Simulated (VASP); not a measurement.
Write the native input for VASP 6.6.1 that does the following.

```
Task                   : relaxation of cell and atoms
Functional             : PBE
Potentials or basis    : VASP PAW PBE potentials, release 64 (Ti_sv)
Cutoff                 : 500 eV
k mesh                 : 14 × 14 × 14
Occupations            : fermi-dirac, width 0.05 eV
Spin                   : no spin polarisation
Dipole correction      : no
Further INCAR settings : ALGO = Normal; EDIFF = 1e-07; IBRION = 2; EDIFFG = -0.005; NSW = 100; ISIF = 3
```

The structure of Ti lies in POSCAR:

```
Ti
1.0
    0.0000000000      1.9797025955      1.9797025955
    1.9797025955      0.0000000000      1.9797025955
    1.9797025955      1.9797025955      0.0000000000
Ti
1
Direct
    0.0000000000      0.0000000000      0.0000000000
```

One way to write it, as run:

INCAR

```
PREC = Accurate
ENCUT = 500
EDIFF = 1E-7
ISMEAR = -1
SIGMA = 0.05
LREAL = False
LASPH = True
NELM = 120
ALGO = Normal
ISIF = 3
LWAVE = False
LCHARG = False
GGA = PE
IBRION = 2
NSW = 100
EDIFFG = -0.005
GGA_COMPAT = False
NELMIN = 4
```

KPOINTS

```
Automatic mesh
0
Gamma
  14 14 14
```

Potentials or basis: VASP PAW PBE potentials, release 64 (Ti_sv).

Launch:

```sh
$ cat potpaw_PBE.64/Ti_sv/POTCAR > POTCAR
$ mpirun -np 1 vasp_std > vasp.out
```

Results of the run:

```
Relaxed volume                         : 17.32 Å³/atom
Relaxed cell                           : a = 2.904 Å, b = 2.904 Å, c = 2.904 Å, α = 60.00°, β = 60.00°, γ = 60.00°
Space group after relaxing (to 0.05 Å) : Fm-3m (No. 225)
Energy gained by relaxing              : 74.0 meV/atom
Ionic steps                            : 17
Pressure after relaxing                : 0.0 GPa
Band gap on the k mesh                 : zero (band 6 reaches 9.13 eV, above the bottom of band 7 at 7.86 eV)
```

Wall time 71 s on 1 thread of Intel Xeon 6975P-C, with other jobs on the host, peak memory 0.14 GiB.
